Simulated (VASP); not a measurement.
# Ge2Cl (R-3m) in VASP: single point with PBE

Aim: the single point of Ge2Cl with PBE.

All numbers are computed with VASP 6.6.1; they aren't measurements. Logs are shortened: lines on timing, memory, paths and dates and some standing lists are left out, and cuts for length are marked.

### 1 The cell of the first run

It takes space group R-3m (No. 166, trigonal). The conventional cell has a = 4.143 Å, b = 4.143 Å, c = 34.671 Å, α = 90.00°, β = 90.00°, γ = 120.00°. Ge (site symmetry 3m) has 1 Cl at 2.18 Å and 3 Ge at 2.51 Å within 2.9 Å. Ge (site symmetry 3m) has 4 Ge at 2.49 to 2.51 Å within 3.3 Å. Cl (site symmetry 3m) has 1 Ge at 2.18 Å within 2.9 Å.

### 2 Single point, PBE

INCAR

```
ALGO     = Normal         # electronic algorithm
EDIFF    = 1E-7           # SCF threshold, eV
ENCUT    = 520            # plane-wave cutoff, eV
GGA      = PE             # functional
ISIF     = 2              # what is computed and relaxed
ISMEAR   = 0              # smearing method
LASPH    = T              # aspherical terms in the spheres
LCHARG   = F              # write CHGCAR
LREAL    = F              # projectors in reciprocal space
LWAVE    = F              # write WAVECAR
NBANDS   = 44             # bands
NELM     = 60             # most SCF steps
PREC     = Accurate       # precision mode
SIGMA    = 0.2            # smearing width, eV
```

KPOINTS

```
k-points
0
Gamma
  5 5 5
```

POSCAR

```
Ge2Cl
1.0
    2.0716529760      1.1960694034     11.5568733095
   -2.0716529760      1.1960694034     11.5568733095
    0.0000000000     -2.3921388067     11.5568733095
Ge Cl
4 2
Direct
    0.2753191964      0.2753191964      0.2753191964
    0.7246808036      0.7246808036      0.7246808036
    0.0358976174      0.0358976174      0.0358976174
    0.9641023826      0.9641023826      0.9641023826
    0.2124161640      0.2124161640      0.2124161640
    0.7875838360      0.7875838360      0.7875838360
```

Potentials or basis: VASP PAW PBE potentials, release 64 (Ge_d, Cl).

Command:

```sh
cat potpaw_PBE.64/Ge_d/POTCAR potpaw_PBE.64/Cl/POTCAR > POTCAR
mpirun -np 1 vasp_std > vasp.out
```

OUTCAR:

```text
EDIFF = 1E-7
   ENCUT = 520
   GGA = PE
   ISIF = 2
   ISMEAR = 0
   LASPH = T
   LREAL = F
   NELM = 60
   PREC = Accurate

 ion  position               nearest neighbor table
   1  0.275  0.275  0.275-   5 2.18   4 2.51   4 2.51   4 2.51
   2  0.725  0.725  0.725-   6 2.18   3 2.51   3 2.51   3 2.51
   3  0.036  0.036  0.036-   4 2.49   2 2.51   2 2.51   2 2.51
   4  0.964  0.964  0.964-   3 2.49   1 2.51   1 2.51   1 2.51
   5  0.212  0.212  0.212-   1 2.18
   6  0.788  0.788  0.788-   2 2.18

  LATTYP: Found a trigonal (rhomboedric) cell.
 ALAT       =    11.8018493789
 COS(alpha) =     0.9383740146

  Lattice vectors:

 A1 = (   2.0716529760,   1.1960694034,  11.5568733095)
 A2 = (  -2.0716529760,   1.1960694034,  11.5568733095)
 A3 = (   0.0000000000,  -2.3921388067,  11.5568733095)

Analysis of symmetry for initial positions (statically):
=====================================================================
 Subroutine PRICEL returns:
 Original cell was already a primitive cell.

 Routine SETGRP: Setting up the symmetry group for a
 trigonal (rhombohedral) supercell.

 Subroutine GETGRP returns: Found 12 space group operations
 (whereof 12 operations were pure point group operations)
 out of a pool of 12 trial point group operations.

The static configuration has the point symmetry D_3d.

Analysis of symmetry for dynamics (positions and initial velocities):
=====================================================================
 Subroutine PRICEL returns:
 Original cell was already a primitive cell.

 Routine SETGRP: Setting up the symmetry group for a
 trigonal (rhombohedral) supercell.

 Subroutine GETGRP returns: Found 12 space group operations
 (whereof 12 operations were pure point group operations)
 out of a pool of 12 trial point group operations.

The dynamic configuration has the point symmetry D_3d.

 Subroutine INISYM returns: Found 12 space group operations
 (whereof 12 operations are pure point group operations),
 and found     1 'primitive' translations

----------------------------------------------------------------------------------------

                                     Primitive cell

  volume of cell :     171.8165

  direct lattice vectors                    reciprocal lattice vectors
     2.071652976  1.196069403 11.556873310     0.241353164  0.139345314  0.028842865
[... 88 lines left out ...]
   EDIFF  = 0.1E-06   stopping-criterion for ELM
   LREAL  =      F    real-space projection
   EDIFFG = 0.1E-05   stopping-criterion for IOM
   NSW    =      0    number of steps for IOM
   IBRION =     -1    ionic relax: 0-MD 1-quasi-New 2-CG
   NFREE  =      0    steps in history (QN), initial steepest desc. (CG)
   ISIF   =      2    stress and relaxation
   ISYM   =      2    0-nonsym 1-usesym 2-fastsym
   POTIM  = 0.5000    time-step for ionic-motion
   TEBEG  =    0.0;   TEEND  =   0.0 temperature during run
   PSTRESS=    0.0 pullay stress
   NELECT =      70.0000    total number of electrons
   NUPDOWN=      -1.0000    fix difference up-down
   EMIN   =  10.00;   EMAX   =-10.00  energy-range for DOS
   EFERMI =   0.00;   METHOD = LEGACY
   ISMEAR =     0;   SIGMA  =   0.20  broadening in eV -4-tet -1-fermi 0-gaus
   EFERMI_NEDOS =   21; number of points for ismear=-14 and -15
   IALGO  =     38    algorithm
   IMIX   =      4    mixing-type and parameters
     AMIX     =   0.40;   BMIX     =  1.00
     AMIX_MAG =   1.60;   BMIX_MAG =  1.00
  volume/ion in A,a.u.               =      28.64       193.25
  Fermi-wavevector in a.u.,A,eV,Ry     =   1.213629  2.293426 20.039949  1.472895
  Thomas-Fermi vector in A             =   2.349075
   LORBIT       =      0    0 simple, 1 ext, 2 COOP (PROOUT), +10 PAW based schemes
   GGA     = PE    functional components
   LHFCALC =     F    Hartree Fock is set to
   AEXX    =    0.0000 exact exchange contribution
   IVDW    =     0    specifies the selected vdW correction
   LEPSILON=     F    determine dielectric tensor
   LRPA    =     F    only Hartree local field effects (RPA)
 non-spin polarized calculation
 Gauss-broadening in eV      SIGMA  =   0.20
  energy-cutoff  :      520.00
  volume of cell :      171.82
 maximum number of plane-waves:      4660
 NGX is ok and might be reduce to    90
   NGX = 43   NGY = 43   NGZ = 43

 number of electron      69.9999994 magnetization

 Free energy of the ion-electron system (eV)
  ---------------------------------------------------
  ext. energy  EPLUGINS =         0.00000000
  ---------------------------------------------------
  free energy    TOTEN  =       -23.82528660 eV

  energy without entropy =      -23.80799796  energy(sigma->0) =      -23.81664228

 E-fermi :   1.8626     XC(G=0):  -8.2688

 val. band max:        1.8380460797   @ k =   0.4000   0.4000   0.4000
 cond. band min:       1.8849812775   @ k =   0.2000   0.2000   0.2000
 fundamental gap:      0.0469351978
 Fermi energy:         1.8626244759

 k-point     1 :       0.0000    0.0000    0.0000
  band No.  band energies     occupation
      1     -22.9482      2.00000
      2     -22.9477      2.00000
      3     -22.9105      2.00000
      4     -22.9105      2.00000
      5     -22.9100      2.00000
      6     -22.9100      2.00000
[... 882 lines left out ...]
     43       7.0532      0.00000
     44       7.8201      0.00000

------------------------ aborting loop because EDIFF is reached ----------------------------------------

  FORCE on cell =-STRESS in cart. coord.  units (eV):
  Direction    XX          YY          ZZ          XY          YZ          ZX
  --------------------------------------------------------------------------------------
  -------------------------------------------------------------------------------------
  Total       -0.1091806     -0.1091806     -0.1749495      0.0000000     -0.0000000     -0.0000000
  in kB       -1.0181016     -1.0181016     -1.6313923      0.0000000     -0.0000000     -0.0000000
  external PRESSURE =      -1.2225318 kB  Pullay stress =       0.0000000 kB

 VOLUME and BASIS-vectors are now :
 -----------------------------------------------------------------------------
  energy-cutoff  :      520.00
  volume of cell :      171.82
      direct lattice vectors                 reciprocal lattice vectors
     2.071652976  1.196069403 11.556873310     0.241353164  0.139345314  0.028842865
    -2.071652976  1.196069403 11.556873310    -0.241353164  0.139345314  0.028842865
     0.000000000 -2.392138807 11.556873310     0.000000000 -0.278690628  0.028842865

 POSITION                                       TOTAL-FORCE (eV/Angst)
 -----------------------------------------------------------------------------------
      0.00000      0.00000      9.54549         0.000000     -0.000000     -0.043168
      0.00000      0.00000     25.12513         0.000000      0.000000      0.043168
      0.00000      0.00000      1.24459         0.000000      0.000000      0.013305
      0.00000      0.00000     33.42603         0.000000     -0.000000     -0.013305
      0.00000      0.00000      7.36460         0.000000      0.000000      0.059011
      0.00000      0.00000     27.30602         0.000000     -0.000000     -0.059011
 -----------------------------------------------------------------------------------
    total drift:                                0.000000     -0.000000     -0.000000

  FREE ENERGIE OF THE ION-ELECTRON SYSTEM (eV)
  ---------------------------------------------------
  free  energy   TOTEN  =       -23.8252866010 eV

  energy  without entropy=      -23.8079979618  energy(sigma->0) =      -23.81664228
```

It took 16 min on 1 thread of AMD EPYC 9R45 (Zen 5), shared host; peak memory 1.2 GiB.

What came out:

| Property | Result |
| --- | --- |
| Free energy | -23.8253 eV |
| Pressure | -0.1 GPa |
| Largest force | 0.059 eV/Å |
| Band gap on the k mesh | zero (filled and empty bands touch) |

Forces in eV/Å, atoms in the order of the input:
```
Ge   0.000  0.000 -0.043
Ge   0.000  0.000  0.043
Ge   0.000  0.000  0.013
Ge   0.000  0.000 -0.013
Cl   0.000  0.000  0.059
Cl   0.000  0.000 -0.059
```

The gap in the log of VASP goes by the Fermi energy; the results here count the filled bands.